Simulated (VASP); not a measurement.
# PbSe (Pm-3m) in VASP: notebook

PbSe is run at these levels: PBE; tasks: single point.

Program: VASP 6.6.1. These are calculated values, not measurements. Logs are shortened: lines on timing, memory, paths and dates and some standing lists are left out, and cuts for length are marked.

## Step 1: The cell of the first run

The structure is cubic, space group Pm-3m (No. 221). The conventional cell has a = 3.707 Å, b = 3.707 Å, c = 3.707 Å, α = 90.00°, β = 90.00°, γ = 90.00°. Pb (site symmetry m-3m) has 8 Se at 3.21 Å and 6 Pb at 3.71 Å within 4.2 Å. Se (site symmetry m-3m) has 8 Pb at 3.21 Å and 6 Se at 3.71 Å within 4.2 Å.

## Step 2: Single point, PBE

Contents of INCAR:

```
PREC     = Accurate       # precision mode
ENCUT    = 520            # plane-wave cutoff, eV
EDIFF    = 1E-6           # SCF threshold, eV
ISMEAR   = -1             # smearing method
SIGMA    = 0.05           # smearing width, eV
LREAL    = F              # projectors in reciprocal space
LASPH    = T              # aspherical terms in the spheres
NELM     = 80             # most SCF steps
ALGO     = Normal         # electronic algorithm
ISIF     = 2              # what is computed and relaxed
LWAVE    = F              # write WAVECAR
LCHARG   = F              # write CHGCAR
GGA      = PE             # functional
NBANDS   = 17             # bands
```

Contents of KPOINTS:

```
Automatic mesh
0
Gamma
  7 7 7
```

Contents of POSCAR:

```
PbSe
1.0
    3.7070692621      0.0000000000      0.0000000000
    0.0000000000      3.7070692621      0.0000000000
    0.0000000000      0.0000000000      3.7070692621
Pb Se
1 1
Direct
    0.0000000000      0.0000000000      0.0000000000
    0.5000000000      0.5000000000      0.5000000000
```

Potentials or basis: VASP PAW PBE potentials, release 64 (Pb_d, Se).

The run is started by

```console
> cat potpaw_PBE.64/Pb_d/POTCAR potpaw_PBE.64/Se/POTCAR > POTCAR
> mpirun -np 1 vasp_std > vasp.out
```

OUTCAR:

```text
PREC = Accurate
   ENCUT = 520
   EDIFF = 1E-6
   ISMEAR = -1
   LREAL = F
   LASPH = T
   NELM = 80
   ISIF = 2
   GGA = PE

 ion  position               nearest neighbor table
   1  0.000  0.000  0.000-   2 3.21   2 3.21   2 3.21   2 3.21   2 3.21   2 3.21   2 3.21   2 3.21

   2  0.500  0.500  0.500-   1 3.21   1 3.21   1 3.21   1 3.21   1 3.21   1 3.21   1 3.21   1 3.21

  LATTYP: Found a simple cubic cell.
 ALAT       =     3.7070692621

  Lattice vectors:

 A1 = (   3.7070692621,   0.0000000000,   0.0000000000)
 A2 = (   0.0000000000,   3.7070692621,   0.0000000000)
 A3 = (   0.0000000000,   0.0000000000,   3.7070692621)

Analysis of symmetry for initial positions (statically):
=====================================================================
 Subroutine PRICEL returns:
 Original cell was already a primitive cell.

 Routine SETGRP: Setting up the symmetry group for a
 simple cubic supercell.

 Subroutine GETGRP returns: Found 48 space group operations
 (whereof 48 operations were pure point group operations)
 out of a pool of 48 trial point group operations.

The static configuration has the point symmetry O_h .

Analysis of symmetry for dynamics (positions and initial velocities):
=====================================================================
 Subroutine PRICEL returns:
 Original cell was already a primitive cell.

 Routine SETGRP: Setting up the symmetry group for a
 simple cubic supercell.

 Subroutine GETGRP returns: Found 48 space group operations
 (whereof 48 operations were pure point group operations)
 out of a pool of 48 trial point group operations.

The dynamic configuration has the point symmetry O_h .

 Subroutine INISYM returns: Found 48 space group operations
 (whereof 48 operations are pure point group operations),
 and found     1 'primitive' translations

----------------------------------------------------------------------------------------

                                     Primitive cell

  volume of cell :      50.9439

  direct lattice vectors                    reciprocal lattice vectors
     3.707069262  0.000000000  0.000000000     0.269754874  0.000000000  0.000000000
     0.000000000  3.707069262  0.000000000     0.000000000  0.269754874  0.000000000
     0.000000000  0.000000000  3.707069262     0.000000000  0.000000000  0.269754874

  length of vectors
     3.707069262  3.707069262  3.707069262     0.269754874  0.269754874  0.269754874

  position of ions in fractional coordinates (direct lattice)
     0.000000000  0.000000000  0.000000000
     0.500000000  0.500000000  0.500000000

  ion indices of the primitive-cell ions
   primitive index   ion index
                 1           1
                 2           2

----------------------------------------------------------------------------------------

 KPOINTS: Automatic mesh

Automatic generation of k-mesh.
 Grid dimensions read from file:
 generate k-points for:    7    7    7

 Generating k-lattice:

  Cartesian coordinates                     Fractional coordinates (reciprocal lattice)
     0.038536411  0.000000000  0.000000000     0.142857143  0.000000000  0.000000000
     0.000000000  0.038536411  0.000000000     0.000000000  0.142857143  0.000000000
     0.000000000  0.000000000  0.038536411     0.000000000  0.000000000  0.142857143

  Length of vectors
     0.038536411  0.038536411  0.038536411

  Shift w.r.t. Gamma in fractional coordinates (k-lattice)
     0.000000000  0.000000000  0.000000000

 Subroutine IBZKPT returns following result:
 ===========================================

 Found     20 irreducible k-points:

 Following reciprocal coordinates:
            Coordinates               Weight
  0.000000  0.000000  0.000000      1.000000
  0.142857  0.000000  0.000000      6.000000
  0.285714  0.000000  0.000000      6.000000
  0.428571  0.000000  0.000000      6.000000
  0.142857  0.142857  0.000000     12.000000
  0.285714  0.142857  0.000000     24.000000
[... 12 lines left out ...]
  0.428571  0.428571  0.285714     24.000000
  0.428571  0.428571  0.428571      8.000000
   k-points           NKPTS =     20   k-points in BZ     NKDIM =     20   number of bands    NBANDS=     17
   number of dos      NEDOS =    301   number of ions     NIONS =      2
   total plane-waves  NPLWV =  21952
   dimension x,y,z NGX =    28 NGY =   28 NGZ =   28
   dimension x,y,z NGXF=    56 NGYF=   56 NGZF=   56
   ions per type =               1   1
   NGX,Y,Z   is equivalent  to a cutoff of  12.56, 12.56, 12.56 a.u.
   NGXF,Y,Z  is equivalent  to a cutoff of  25.11, 25.11, 25.11 a.u.
 SYSTEM =  unknown system
   PREC   = accura    normal or accurate (medium, high low for compatibility)
   ISTART =      0    job   : 0-new  1-cont  2-samecut
   ICHARG =      2    charge: 1-file 2-atom 10-const
   ISPIN  =      1    spin polarized calculation?
   LNONCOLLINEAR =      F non collinear calculations
   LSORBIT =      F    spin-orbit coupling
   LASPH  =      T    aspherical Exc in radial PAW
   ENCUT  =  520.0 eV  38.22 Ry    6.18 a.u.   6.89  6.89  6.89*2*pi/ulx,y,z
   NELM   =     80;   NELMIN=  2; NELMDL= -5     # of ELM steps
   EDIFF  = 0.1E-05   stopping-criterion for ELM
   LREAL  =      F    real-space projection
   EDIFFG = 0.1E-04   stopping-criterion for IOM
   NSW    =      0    number of steps for IOM
   IBRION =     -1    ionic relax: 0-MD 1-quasi-New 2-CG
   NFREE  =      0    steps in history (QN), initial steepest desc. (CG)
   ISIF   =      2    stress and relaxation
   ISYM   =      2    0-nonsym 1-usesym 2-fastsym
   POTIM  = 0.5000    time-step for ionic-motion
   TEBEG  =    0.0;   TEEND  =   0.0 temperature during run
   PSTRESS=    0.0 pullay stress
   NELECT =      20.0000    total number of electrons
   NUPDOWN=      -1.0000    fix difference up-down
   EMIN   =  10.00;   EMAX   =-10.00  energy-range for DOS
   EFERMI =   0.00;   METHOD = LEGACY
   ISMEAR =    -1;   SIGMA  =   0.05  broadening in eV -4-tet -1-fermi 0-gaus
   EFERMI_NEDOS =   21; number of points for ismear=-14 and -15
   IALGO  =     38    algorithm
   IMIX   =      4    mixing-type and parameters
     AMIX     =   0.40;   BMIX     =  1.00
     AMIX_MAG =   1.60;   BMIX_MAG =  1.00
  volume/ion in A,a.u.               =      25.47       171.89
  Fermi-wavevector in a.u.,A,eV,Ry     =   1.198728  2.265268 19.550889  1.436950
  Thomas-Fermi vector in A             =   2.334610
   LORBIT       =      0    0 simple, 1 ext, 2 COOP (PROOUT), +10 PAW based schemes
   GGA     = PE    functional components
   LHFCALC =     F    Hartree Fock is set to
   AEXX    =    0.0000 exact exchange contribution
   IVDW    =     0    specifies the selected vdW correction
   LEPSILON=     F    determine dielectric tensor
   LRPA    =     F    only Hartree local field effects (RPA)
 non-spin polarized calculation
  energy-cutoff  :      520.00
  volume of cell :       50.94
 maximum number of plane-waves:      1386
 NGX is ok and might be reduce to    28
   NGX = 13   NGY = 13   NGZ = 13

 number of electron      19.9999999 magnetization

 Free energy of the ion-electron system (eV)
  ---------------------------------------------------
  ext. energy  EPLUGINS =         0.00000000
  ---------------------------------------------------
  free energy    TOTEN  =        -7.68965110 eV

  energy without entropy =       -7.68023558  energy(sigma->0) =       -7.68494334

 E-fermi :   6.0044     XC(G=0): -10.2497

 val. band max:        5.9627541622   @ k =   0.2857   0.1429   0.1429
 cond. band min:       6.0287300215   @ k =   0.1429   0.1429   0.1429
 fundamental gap:      0.0659758593
 Fermi energy:         6.0043879194

 k-point     1 :       0.0000    0.0000    0.0000
  band No.  band energies     occupation
      1     -10.9275      2.00000
      2     -10.9275      2.00000
      3     -10.7470      2.00000
      4     -10.7470      2.00000
      5     -10.7470      2.00000
      6      -7.6030      2.00000
[... 9 lines left out ...]
     16      18.1425      0.00000
     17      19.0895      0.00000

 k-point     2 :       0.1429    0.0000    0.0000
  band No.  band energies     occupation
      1     -10.9258      2.00000
      2     -10.9011      2.00000
      3     -10.7572      2.00000
      4     -10.7572      2.00000
      5     -10.7461      2.00000
      6      -7.4385      2.00000
[... 9 lines left out ...]
     16      18.0983      0.00000
     17      18.4485      0.00000

 k-point     3 :       0.2857    0.0000    0.0000
  band No.  band energies     occupation
      1     -10.9221      2.00000
      2     -10.8422      2.00000
      3     -10.7799      2.00000
      4     -10.7799      2.00000
      5     -10.7441      2.00000
      6      -6.9919      2.00000
[... 9 lines left out ...]
     16      16.1334      0.00000
     17      18.7015      0.00000

 k-point     4 :       0.4286    0.0000    0.0000
  band No.  band energies     occupation
      1     -10.9191      2.00000
      2     -10.7980      2.00000
      3     -10.7980      2.00000
      4     -10.7953      2.00000
      5     -10.7425      2.00000
      6      -6.4934      2.00000
[... 9 lines left out ...]
     16      18.4172      0.00000
     17      19.1613      0.00000

 k-point     5 :       0.1429    0.1429    0.0000
  band No.  band energies     occupation
      1     -10.9121      2.00000
      2     -10.8864      2.00000
      3     -10.7701      2.00000
      4     -10.7571      2.00000
      5     -10.7550      2.00000
      6      -7.2754      2.00000
[... 9 lines left out ...]
     16      16.8690      0.00000
     17      17.3603      0.00000

 k-point     6 :       0.2857    0.1429    0.0000
  band No.  band energies     occupation
      1     -10.9040      2.00000
      2     -10.8309      2.00000
      3     -10.7986      2.00000
      4     -10.7783      2.00000
      5     -10.7534      2.00000
      6      -6.8373      2.00000
[... 9 lines left out ...]
     16      16.3769      0.00000
     17      17.0576      0.00000

 k-point     7 :       0.4286    0.1429    0.0000
  band No.  band energies     occupation
      1     -10.9004      2.00000
      2     -10.8210      2.00000
      3     -10.7960      2.00000
      4     -10.7838      2.00000
      5     -10.7515      2.00000
      6      -6.3590      2.00000
[... 9 lines left out ...]
     16      17.5246      0.00000
     17      17.9051      0.00000

 k-point     8 :       0.2857    0.2857    0.0000
  band No.  band energies     occupation
      1     -10.8794      2.00000
      2     -10.8393      2.00000
      3     -10.7899      2.00000
      4     -10.7762      2.00000
      5     -10.7730      2.00000
      6      -6.4360      2.00000
[... 9 lines left out ...]
     16      16.0180      0.00000
     17      16.5989      0.00000
[... 123 lines left out ...]
      1     -10.8651      2.00000
      2     -10.8416      2.00000
      3     -10.8072      2.00000
      4     -10.7841      2.00000
      5     -10.7446      2.00000
      6      -5.9387      2.00000
[... 9 lines left out ...]
     16      15.9980      0.00000
     17      18.3544      0.00000

 k-point    16 :       0.4286    0.4286    0.1429
  band No.  band energies     occupation
      1     -10.8993      2.00000
      2     -10.8249      2.00000
      3     -10.8023      2.00000
      4     -10.8013      2.00000
      5     -10.7072      2.00000
      6      -5.6659      2.00000
[... 9 lines left out ...]
     16      16.5812      0.00000
     17      18.0852      0.00000

 k-point    17 :       0.2857    0.2857    0.2857
  band No.  band energies     occupation
      1     -10.8379      2.00000
      2     -10.8139      2.00000
      3     -10.8139      2.00000
      4     -10.7855      2.00000
      5     -10.7855      2.00000
      6      -6.0100      2.00000
[... 9 lines left out ...]
     16      16.1360      0.00000
     17      19.8235      0.00000

 k-point    18 :       0.4286    0.2857    0.2857
  band No.  band energies     occupation
      1     -10.8588      2.00000
      2     -10.8354      2.00000
      3     -10.8114      2.00000
      4     -10.7840      2.00000
      5     -10.7343      2.00000
      6      -5.7247      2.00000
[... 9 lines left out ...]
     16      17.2293      0.00000
     17      20.2914      0.00000

 k-point    19 :       0.4286    0.4286    0.2857
  band No.  band energies     occupation
      1     -10.8777      2.00000
      2     -10.8340      2.00000
      3     -10.8321      2.00000
      4     -10.7582      2.00000
      5     -10.7058      2.00000
      6      -5.5354      2.00000
[... 9 lines left out ...]
     16      18.4369      0.00000
     17      20.9985      0.00000

 k-point    20 :       0.4286    0.4286    0.4286
  band No.  band energies     occupation
      1     -10.8630      2.00000
      2     -10.8564      2.00000
      3     -10.8564      2.00000
      4     -10.7046      2.00000
      5     -10.7046      2.00000
      6      -5.4224      2.00000
[... 9 lines left out ...]
     16      19.5635      0.00000
     17      23.3317      0.00000

------------------------ aborting loop because EDIFF is reached ----------------------------------------

  FORCE on cell =-STRESS in cart. coord.  units (eV):
  Direction    XX          YY          ZZ          XY          YZ          ZX
  --------------------------------------------------------------------------------------
  -------------------------------------------------------------------------------------
  Total        1.0302029      1.0302029      1.0302029      0.0000000      0.0000000      0.0000000
  in kB       32.3997204     32.3997204     32.3997204      0.0000000      0.0000000      0.0000000
  external PRESSURE =      32.3997204 kB  Pullay stress =       0.0000000 kB

 VOLUME and BASIS-vectors are now :
 -----------------------------------------------------------------------------
  energy-cutoff  :      520.00
  volume of cell :       50.94
      direct lattice vectors                 reciprocal lattice vectors
     3.707069262  0.000000000  0.000000000     0.269754874  0.000000000  0.000000000
     0.000000000  3.707069262  0.000000000     0.000000000  0.269754874  0.000000000
     0.000000000  0.000000000  3.707069262     0.000000000  0.000000000  0.269754874

 POSITION                                       TOTAL-FORCE (eV/Angst)
 -----------------------------------------------------------------------------------
      0.00000      0.00000      0.00000         0.000000      0.000000      0.000000
      1.85353      1.85353      1.85353         0.000000      0.000000      0.000000
 -----------------------------------------------------------------------------------
    total drift:                                0.000000      0.000000      0.000000

  FREE ENERGIE OF THE ION-ELECTRON SYSTEM (eV)
  ---------------------------------------------------
  free  energy   TOTEN  =        -7.6896511047 eV

  energy  without entropy=       -7.6802355767  energy(sigma->0) =       -7.68494334
```

It took 24 s on 1 thread of Intel Xeon 8259CL, shared host; peak memory 0.13 GiB.

Results:

* Free energy: -7.6897 eV
* Pressure: 3.2 GPa
* Band gap on the k mesh: zero (band 10 reaches 6.03 eV, above the bottom of band 11 at 5.73 eV)

Caveat: spin-orbit coupling is left out, which moves the levels of the heavy elements.

## Step 3: Single point, PBE

This run uses another cell than the first one, of 26.01 Å³/atom, 1.021 times its volume.

Contents of INCAR:

```
SYSTEM = PbSe
PREC = Accurate ; ENCUT = 520
EDIFF = 1E-7 ; ISMEAR = -1
SIGMA = 0.05 ; LREAL = .FALSE.
LASPH = .TRUE. ; NELM = 100
ALGO = Normal ; ISIF = 2
LWAVE = .FALSE. ; LCHARG = .FALSE.
GGA = PE ; NBANDS = 17
```

Contents of KPOINTS:

```
Automatic mesh
0
G
  7 7 7
  0 0 0
```

Contents of POSCAR:

```
PbSe
1.0
    3.7331762438      0.0000000000      0.0000000000
    0.0000000000      3.7331762438      0.0000000000
    0.0000000000      0.0000000000      3.7331762438
Pb Se
1 1
Direct
    0.0000000000      0.0000000000      0.0000000000
    0.5000000000      0.5000000000      0.5000000000
```

Potentials or basis: VASP PAW PBE potentials, release 64 (Pb_d, Se).

The run is started by

```console
> cat potpaw_PBE.64/Pb_d/POTCAR potpaw_PBE.64/Se/POTCAR > POTCAR
> mpirun -np 1 vasp_std > vasp.out
```

Run time: 24 s. Hardware: 1 thread of Intel Xeon 8259CL, shared host; peak memory 0.13 GiB.

Results (log left out):

```yaml
Free_energy: -7.7075 eV
Pressure: 2.0 GPa
Band_gap_on_the_k_mesh: zero (band 10 reaches 5.77 eV, above the bottom of band 11 at 5.54 eV)
```

Levels at points of the mesh, in eV from the Fermi level:
| k point | band 8 | band 9 | band 10 | band 11 | band 12 | band 13 |
| --- | --- | --- | --- | --- | --- | --- |
| (0.00, 0.00, 0.00) | -1.57 | -1.57 | -1.57 | 5.11 | 5.11 | 6.38 |

Caveat: spin-orbit coupling is left out, which moves the levels of the heavy elements.
